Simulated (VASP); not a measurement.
# Nb (P6/mmm) in VASP: further runs, part 3 of 3

VASP 6.6.1. Earlier steps stand in the parts before.

**4. Relaxation of cell and atoms, r2SCAN**

This run uses another cell than the first one, of 18.56 Å³/atom.

File POSCAR:

```
Nb
1.0
    2.8410979304      0.0000000000      0.0000000000
   -1.4205489652      2.4604629824      0.0000000000
    0.0000000000      0.0000000000      2.6546508788
Nb
1
Direct
    0.0000000000      0.0000000000      0.0000000000
```

File INCAR.step1:

```
SYSTEM = Nb
PREC = Accurate
ENCUT = 600
ISMEAR = 0
SIGMA = 0.1
LREAL = .False.
LASPH = .True.
NELM = 100
GGA = PE
ALGO = Normal
EDIFF = 1E-4
LWAVE = .True.
LCHARG = .False.
```

File INCAR.step2:

```
SYSTEM = Nb
PREC = Accurate
ENCUT = 600
EDIFF = 1E-6
ISMEAR = 0
SIGMA = 0.1
LREAL = .False.
LASPH = .True.
NELM = 100
ALGO = Normal
ISIF = 3
LWAVE = .False.
LCHARG = .False.
METAGGA = R2SCAN
LMIXTAU = .True.
IBRION = 2
NSW = 90
EDIFFG = -0.04
ISTART = 1
```

File KPOINTS:

```
regular mesh
0
Gamma
  9 9 6
  0 0 0
```

Potentials or basis: VASP PAW PBE potentials, release 64 (Nb_sv).

Launch:

```sh
$ cat potpaw_PBE.64/Nb_sv/POTCAR > POTCAR
$ cp INCAR.step1 INCAR
$ mpirun -np 1 vasp_std > vasp.out
$ cp INCAR.step2 INCAR
$ mpirun -np 1 vasp_std > vasp.out
```

OUTCAR:

```text
SYSTEM = Nb
   PREC = Accurate
   ENCUT = 600
   EDIFF = 1E-6
   ISMEAR = 0
   LREAL = .False.
   LASPH = .True.
   NELM = 100
   ISIF = 3
   METAGGA = R2SCAN
   IBRION = 2
   NSW = 90
   EDIFFG = -0.04
   ISTART = 1

 ion  position               nearest neighbor table
   1  0.000  0.000  0.000-

  LATTYP: Found a hexagonal cell.
 ALAT       =     2.8410979304
 C/A-ratio  =     0.9343750000

  Lattice vectors:

 A1 = (   2.8410979304,   0.0000000000,   0.0000000000)
 A2 = (  -1.4205489652,   2.4604629824,   0.0000000000)
 A3 = (   0.0000000000,   0.0000000000,   2.6546508788)

Analysis of symmetry for initial positions (statically):
=====================================================================
 Subroutine PRICEL returns:
 Original cell was already a primitive cell.

 Routine SETGRP: Setting up the symmetry group for a
 hexagonal supercell.

 Subroutine GETGRP returns: Found 24 space group operations
 (whereof 24 operations were pure point group operations)
 out of a pool of 24 trial point group operations.

The static configuration has the point symmetry D_6h.

Analysis of symmetry for dynamics (positions and initial velocities):
=====================================================================
 Subroutine PRICEL returns:
 Original cell was already a primitive cell.

 Routine SETGRP: Setting up the symmetry group for a
 hexagonal supercell.

 Subroutine GETGRP returns: Found 24 space group operations
 (whereof 24 operations were pure point group operations)
 out of a pool of 24 trial point group operations.

The dynamic configuration has the point symmetry D_6h.

 Subroutine INISYM returns: Found 24 space group operations
 (whereof 24 operations are pure point group operations),
 and found     1 'primitive' translations

----------------------------------------------------------------------------------------

                                     Primitive cell

  volume of cell :      18.5571

  direct lattice vectors                    reciprocal lattice vectors
[... 115 lines left out ...]
   LRPA    =     F    only Hartree local field effects (RPA)
 conjugate gradient relaxation of ions
 non-spin polarized calculation
 Gauss-broadening in eV      SIGMA  =   0.10
  energy-cutoff  :      600.00
  volume of cell :       18.56
 maximum number of plane-waves:       636
 NGX is ok and might be reduce to    24
   NGX = 11   NGY = 11   NGZ = 11

--------------------------------------- Ionic step        1  -------------------------------------------

 number of electron      13.0000000 magnetization

 Free energy of the ion-electron system (eV)
  ---------------------------------------------------
  ext. energy  EPLUGINS =         0.00000000
  ---------------------------------------------------
  free energy    TOTEN  =       -24.22430212 eV

  energy without entropy =      -24.22068265  energy(sigma->0) =      -24.22249239

------------------------ aborting loop because EDIFF is reached ----------------------------------------

  FORCE on cell =-STRESS in cart. coord.  units (eV):
  Direction    XX          YY          ZZ          XY          YZ          ZX
  --------------------------------------------------------------------------------------
  -------------------------------------------------------------------------------------
  Total        0.6793697      0.6793697      1.1621907      0.0000000      0.0000000      0.0000000
  in kB       58.6551688     58.6551688    100.3407905      0.0000000      0.0000000      0.0000000
  external PRESSURE =      72.5503760 kB  Pullay stress =       0.0000000 kB
[... 22 lines left out ...]
--------------------------------------- Ionic step        2  -------------------------------------------

 number of electron      13.0000002 magnetization

 E-fermi :   9.4326     XC(G=0): -12.6849

 val. band max:        9.4007208189   @ k =   0.0000   0.0000   0.5000
 cond. band min:       9.4394121806   @ k =   0.2222   0.2222   0.5000
 fundamental gap:      0.0386913617
 Fermi energy:         9.4325970980

 k-point     1 :       0.0000    0.0000    0.0000
  band No.  band energies     occupation
      1     -47.2078      2.00000
      2     -21.9358      2.00000
      3     -21.9358      2.00000
      4     -21.8607      2.00000
      5       3.3462      2.00000
      6       6.5739      2.00000
      7       9.7636      0.00000
      8       9.7636      0.00000
      9      14.4361      0.00000
     10      14.4361      0.00000
[... 438 lines left out ...]
--------------------------------------- Ionic step        6  -------------------------------------------

 number of electron      13.0000000 magnetization

 Free energy of the ion-electron system (eV)
  ---------------------------------------------------
  ext. energy  EPLUGINS =         0.00000000
  ---------------------------------------------------
  free energy    TOTEN  =       -24.24343233 eV

  energy without entropy =      -24.24031304  energy(sigma->0) =      -24.24187268

 E-fermi :  10.3597     XC(G=0): -13.0991

 val. band max:       10.3281766863   @ k =   0.3333   0.1111   0.0000
 cond. band min:      10.4068096916   @ k =   0.1111  -0.0000   0.1667
 fundamental gap:      0.0786330053
 Fermi energy:        10.3597110065

 k-point     1 :       0.0000    0.0000    0.0000
  band No.  band energies     occupation
      1     -46.1579      2.00000
      2     -20.7782      2.00000
      3     -20.7782      2.00000
      4     -20.5995      2.00000
      5       4.1414      2.00000
      6       7.2586      2.00000
      7      10.6869      0.00000
      8      10.6869      0.00000
      9      15.9273      0.00000
     10      15.9273      0.00000
[... 327 lines left out ...]
  FREE ENERGIE OF THE ION-ELECTRON SYSTEM (eV)
  ---------------------------------------------------
  free  energy   TOTEN  =       -24.2434323252 eV

  energy  without entropy=      -24.2403130354  energy(sigma->0) =      -24.24187268

 reached required accuracy - stopping structural energy minimisation
```

OUTCAR.step1:

```text
SYSTEM = Nb
   PREC = Accurate
   ENCUT = 600
   ISMEAR = 0
   LREAL = .False.
   LASPH = .True.
   NELM = 100
[... 530 lines left out ...]
 -----------------------------------------------------------------------------------
      0.00000      0.00000      0.00000         0.000000      0.000000      0.000000
 -----------------------------------------------------------------------------------
    total drift:                                0.000000      0.000000      0.000000

  FREE ENERGIE OF THE ION-ELECTRON SYSTEM (eV)
  ---------------------------------------------------
  free  energy   TOTEN  =        -9.5709413277 eV

  energy  without entropy=       -9.5657787447  energy(sigma->0) =       -9.56836004
```

OSZICAR.step1:

```text
N       E                     dE             d eps       ncg     rms          rms(c)
DAV:   1     0.136790486784E+03    0.13679E+03   -0.80300E+03   960   0.143E+03
DAV:   2    -0.335597255201E+01   -0.14015E+03   -0.13680E+03  1042   0.482E+02
DAV:   3    -0.948609440828E+01   -0.61301E+01   -0.58119E+01  1400   0.880E+01
DAV:   4    -0.985744077872E+01   -0.37135E+00   -0.36752E+00  1344   0.194E+01
DAV:   5    -0.987888425146E+01   -0.21443E-01   -0.21403E-01  1508   0.370E+00    0.702E+00
DAV:   6    -0.958586202542E+01    0.29302E+00   -0.63760E-01  1496   0.106E+01    0.272E+00
DAV:   7    -0.956402974183E+01    0.21832E-01   -0.18087E-01  1520   0.574E+00    0.979E-01
DAV:   8    -0.957078687739E+01   -0.67571E-02   -0.12877E-02  1126   0.174E+00    0.464E-02
DAV:   9    -0.957092411505E+01   -0.13724E-03   -0.13746E-03  1626   0.344E-01    0.681E-02
DAV:  10    -0.957094132765E+01   -0.17213E-04   -0.23475E-05   524   0.840E-02
   1 F= -.95709413E+01 E0= -.95683600E+01  d E =-.516258E-02
```

Run time: 68 s. Hardware: 1 thread of Intel Xeon 6975P-C (Granite Rapids), shared host; peak memory 0.15 GiB.

What came out:

- Free energy: -24.2434 eV
- Relaxed volume: 19.40 Å³/atom
- Relaxed cell: a = 2.879 Å, b = 2.879 Å, c = 2.703 Å, α = 90.00°, β = 90.00°, γ = 120.00°
- Space group after relaxing (to 0.1 Å): P6/mmm (No. 191)
- Energy gained by relaxing: 19.1 meV/atom
- Ionic steps: 6
- Pressure after relaxing: 0.0 GPa
- Band gap on the k mesh: zero (an odd number of electrons rules out a gap without spin polarisation)

Step by step:
| step | energy change (eV) | largest force (eV/Å) | pressure (GPa) | volume (Å³) |
| --- | --- | --- | --- | --- |
| 1 | 0.0000 | 0.0000 | 7.26 | 18.56 |
| 2 | 0.0364 | 0.0000 | -9.83 | 20.90 |
| 3 | -0.0189 | 0.0000 | 0.01 | 19.38 |
| 4 | -0.0189 | 0.0000 | 0.16 | 19.36 |
| 5 | -0.0190 | 0.0000 | -0.17 | 19.43 |
| 6 | -0.0191 | 0.0000 | -0.02 | 19.40 |

Final structure:
```xyz
1
Lattice="2.8790 0.0000 0.0000 -1.4395 2.4933 0.0000 0.0000 0.0000 2.7025" Properties=species:S:1:pos:R:3 pbc="T T T"
Nb    0.0000    0.0000    0.0000
```

Caveat: the k points lie up to 0.39 Å⁻¹ apart in the final cell, too coarse for converged energies and pressures of a metal; the PAW data sets were made with another functional, which shifts forces and pressure a little.

**5. Single point, r2SCAN**

This run uses another cell than the first one, of 18.56 Å³/atom.

POSCAR is that of step 4.

File INCAR.step1:

```
SYSTEM = Nb
  PREC = Accurate
  ENCUT = 520
  ISMEAR = 0
  SIGMA = 0.1
  LREAL = .FALSE.
  LASPH = .TRUE.
  NELM = 100
  NBANDS = 12
  GGA = PE
  ALGO = Normal
  EDIFF = 1E-4
  LWAVE = .TRUE.
  LCHARG = .FALSE.
```

File INCAR.step2:

```
SYSTEM = Nb
  PREC = Accurate
  ENCUT = 520
  EDIFF = 1E-6
  ISMEAR = 0
  SIGMA = 0.1
  LREAL = .FALSE.
  LASPH = .TRUE.
  NELM = 100
  ALGO = Normal
  ISIF = 2
  LWAVE = .FALSE.
  LCHARG = .FALSE.
  METAGGA = R2SCAN
  LMIXTAU = .TRUE.
  NBANDS = 12
  ISTART = 1
```

File KPOINTS:

```
regular mesh
0
G
  9 9 6
  0 0 0
```

Potentials or basis: VASP PAW PBE potentials, release 64 (Nb_sv).

Launch:

```sh
$ cat potpaw_PBE.64/Nb_sv/POTCAR > POTCAR
$ cp INCAR.step1 INCAR
$ mpirun -np 1 vasp_std > vasp.out
$ cp INCAR.step2 INCAR
$ mpirun -np 1 vasp_std > vasp.out
```

OUTCAR:

```text
SYSTEM = Nb
   PREC = Accurate
   ENCUT = 520
   EDIFF = 1E-6
   ISMEAR = 0
   LREAL = .FALSE.
   LASPH = .TRUE.
   NELM = 100
   ISIF = 2
   METAGGA = R2SCAN
   ISTART = 1

 ion  position               nearest neighbor table
   1  0.000  0.000  0.000-

  LATTYP: Found a hexagonal cell.
 ALAT       =     2.8410979304
 C/A-ratio  =     0.9343750000

  Lattice vectors:

 A1 = (   2.8410979304,   0.0000000000,   0.0000000000)
 A2 = (  -1.4205489652,   2.4604629824,   0.0000000000)
 A3 = (   0.0000000000,   0.0000000000,   2.6546508788)

Analysis of symmetry for initial positions (statically):
=====================================================================
 Subroutine PRICEL returns:
 Original cell was already a primitive cell.

 Routine SETGRP: Setting up the symmetry group for a
 hexagonal supercell.

 Subroutine GETGRP returns: Found 24 space group operations
 (whereof 24 operations were pure point group operations)
 out of a pool of 24 trial point group operations.

The static configuration has the point symmetry D_6h.

Analysis of symmetry for dynamics (positions and initial velocities):
=====================================================================
 Subroutine PRICEL returns:
 Original cell was already a primitive cell.

 Routine SETGRP: Setting up the symmetry group for a
 hexagonal supercell.

 Subroutine GETGRP returns: Found 24 space group operations
 (whereof 24 operations were pure point group operations)
 out of a pool of 24 trial point group operations.

The dynamic configuration has the point symmetry D_6h.

 Subroutine INISYM returns: Found 24 space group operations
 (whereof 24 operations are pure point group operations),
 and found     1 'primitive' translations

----------------------------------------------------------------------------------------

                                     Primitive cell

  volume of cell :      18.5571

[... 111 lines left out ...]
   METAGGA = R2SCAN    functional components
   LHFCALC =     F    Hartree Fock is set to
   AEXX    =    0.0000 exact exchange contribution
   IVDW    =     0    specifies the selected vdW correction
   LEPSILON=     F    determine dielectric tensor
   LRPA    =     F    only Hartree local field effects (RPA)
 non-spin polarized calculation
 Gauss-broadening in eV      SIGMA  =   0.10
  energy-cutoff  :      520.00
  volume of cell :       18.56
 maximum number of plane-waves:       513
 NGX is ok and might be reduce to    24
   NGX = 11   NGY = 11   NGZ =  9

 number of electron      13.0000001 magnetization

 Free energy of the ion-electron system (eV)
  ---------------------------------------------------
  ext. energy  EPLUGINS =         0.00000000
  ---------------------------------------------------
  free energy    TOTEN  =       -24.22530167 eV

  energy without entropy =      -24.22167965  energy(sigma->0) =      -24.22349066

 E-fermi :  10.9724     XC(G=0): -13.3497

 val. band max:       10.8651617043   @ k =   0.0000   0.0000   0.3333
 cond. band min:      10.9736203834   @ k =   0.1111  -0.0000   0.1667
 fundamental gap:      0.1084586792
 Fermi energy:        10.9723689051

 k-point     1 :       0.0000    0.0000    0.0000
  band No.  band energies     occupation
      1     -45.5120      2.00000
      2     -20.0428      2.00000
      3     -20.0428      2.00000
      4     -19.8282      2.00000
      5       4.6574      2.00000
      6       7.6884      2.00000
      7      11.2662      0.00003
      8      11.2662      0.00003
      9      16.8503      0.00000
     10      16.8503      0.00000
     11      23.5621      0.00000
     12      26.8872      0.00000
[... 331 lines left out ...]
 k-point    24 :       0.3333    0.3333    0.1667
  band No.  band energies     occupation
      1     -45.1651      2.00000
      2     -21.0649      2.00000
      3     -21.0649      2.00000
      4     -20.0940      2.00000
      5       9.6017      2.00000
      6       9.6017      2.00000
      7      10.8247      1.96326
      8      12.9549      0.00000
      9      12.9549      0.00000
     10      20.3715      0.00000
     11      21.9976      0.00000
     12      21.9976      0.00000

 [... further k-points ...]

------------------------ aborting loop because EDIFF is reached ----------------------------------------

  FORCE on cell =-STRESS in cart. coord.  units (eV):
  Direction    XX          YY          ZZ          XY          YZ          ZX
  --------------------------------------------------------------------------------------
  -------------------------------------------------------------------------------------
  Total        0.6695603      0.6695603      1.1516525      0.0000000      0.0000000      0.0000000
  in kB       57.8082541     57.8082541     99.4309507      0.0000000      0.0000000      0.0000000
  external PRESSURE =      71.6824863 kB  Pullay stress =       0.0000000 kB

 VOLUME and BASIS-vectors are now :
 -----------------------------------------------------------------------------
  energy-cutoff  :      520.00
  volume of cell :       18.56
      direct lattice vectors                 reciprocal lattice vectors
     2.841097930  0.000000000  0.000000000     0.351976604  0.203213787  0.000000000
    -1.420548965  2.460462982  0.000000000     0.000000000  0.406427574  0.000000000
     0.000000000  0.000000000  2.654650879     0.000000000  0.000000000  0.376697368

 POSITION                                       TOTAL-FORCE (eV/Angst)
 -----------------------------------------------------------------------------------
      0.00000      0.00000      0.00000        -0.000000      0.000000      0.000000
 -----------------------------------------------------------------------------------
    total drift:                                0.000000      0.000000      0.000000

  FREE ENERGIE OF THE ION-ELECTRON SYSTEM (eV)
  ---------------------------------------------------
  free  energy   TOTEN  =       -24.2253016671 eV

  energy  without entropy=      -24.2216796516  energy(sigma->0) =      -24.22349066
```

OSZICAR.step1:

```text
N       E                     dE             d eps       ncg     rms          rms(c)
DAV:   1     0.120676955860E+03    0.12068E+03   -0.72122E+03  1160   0.108E+03
DAV:   2    -0.466748279463E+01   -0.12534E+03   -0.12024E+03  1228   0.390E+02
DAV:   3    -0.948646558781E+01   -0.48190E+01   -0.45092E+01  1636   0.658E+01
DAV:   4    -0.986494978968E+01   -0.37848E+00   -0.36862E+00  1612   0.167E+01
DAV:   5    -0.987906312782E+01   -0.14113E-01   -0.14101E-01  1688   0.268E+00    0.704E+00
DAV:   6    -0.958582601865E+01    0.29324E+00   -0.47974E-01  1796   0.879E+00    0.271E+00
DAV:   7    -0.956395258127E+01    0.21873E-01   -0.13586E-01  1896   0.471E+00    0.972E-01
DAV:   8    -0.957076024685E+01   -0.68077E-02   -0.12529E-02  1312   0.145E+00    0.540E-02
DAV:   9    -0.957089301756E+01   -0.13277E-03   -0.11369E-03  1856   0.274E-01    0.626E-02
DAV:  10    -0.957090733449E+01   -0.14317E-04   -0.28727E-05   748   0.747E-02
   1 F= -.95709073E+01 E0= -.95683259E+01  d E =-.516278E-02
```

It took 13 s on 1 thread of Intel Xeon 6975P-C (Granite Rapids), shared host; peak memory 0.14 GiB.

What came out:

| Quantity | Value |
| --- | --- |
| Free energy | -24.2253 eV |
| Pressure | 7.2 GPa |
| Band gap on the k mesh | zero (an odd number of electrons rules out a gap without spin polarisation) |

Caveat: the k points lie up to 0.39 Å⁻¹ apart, too coarse for converged energies and pressures of a metal; the PAW data sets were made with another functional, which shifts forces and pressure a little.

**6. Overview**

```csv
task,cell,k mesh,cutoff (eV),gap on the mesh (eV),pressure (GPa)
single point,"a = 2.860, b = 2.860, c = 2.716 Å, angles 90.0, 90.0, 120.0°, 1 atom",24 × 24 × 20,520,none,-0.1
single point,"a = 2.879, b = 2.879, c = 2.703 Å, angles 90.0, 90.0, 120.0°, 1 atom",9 × 9 × 6,520,none,-0.1
relaxation of cell and atoms,"relaxed from a = 2.841, b = 2.841, c = 2.655 Å, angles 90.0, 90.0, 120.0°, 1 atom",9 × 9 × 6,600,none,0.0
single point,"a = 2.841, b = 2.841, c = 2.655 Å, angles 90.0, 90.0, 120.0°, 1 atom",9 × 9 × 6,520,none,7.2
```

Alike in all rows: level r2SCAN; potentials or basis VASP PAW PBE potentials, release 64 (Nb_sv); no spin polarisation; smearing gaussian 0.1 eV.

Caveats: some runs use coarse meshes; the PAW data sets were made with another functional, which shifts forces and pressure a little.

Absolute energies hang on the potentials; compare differences alone.
